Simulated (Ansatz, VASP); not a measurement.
One calculation of AsPt, two programs

```
As Pt
1.0
     0.00000    3.38273    3.38273
     3.38273    0.00000    3.38273
     3.38273    3.38273    0.00000
As Pt
2 2
Direct
  0.50000 0.50000 0.50000
  0.75000 0.75000 0.75000
  0.00000 0.00000 0.00000
  0.25000 0.25000 0.25000
```

Alike in both runs: task relaxation of cell and atoms; functional PBE; k mesh 4 × 4 × 4; occupations gaussian, width 0.1 eV; no spin polarisation.

|  | VASP | Ansatz |
| --- | --- | --- |
| version | VASP 6.6.1 | Ansatz 0.2.0 |
| potentials or method | VASP PAW PBE potentials, release 64 (As, Pt), cutoff 600 eV | scalar-relativistic, plane waves, PAW |
| valence electrons in the cell | 30 | 66 |

```csv
,VASP,Ansatz,Ansatz less VASP
"gap on the k mesh at the Fermi level, each at its own relaxed structure (eV)",none,none,-
relaxed volume (Å³/atom),16.97,16.97,-0.001
relaxed length of the cell vector where the two differ most in proportion (Å),4.579,4.579,-0.0001
```

A gap of «none» marks a metal or a gap that the smearing closes. VASP's potentials hold 30 valence electrons a cell and Ansatz's 66, so a difference there can come from the potentials and not from the codes.

The k mesh is coarse, so the values compare programs but aren't converged. Neither program's run includes spin-orbit coupling.
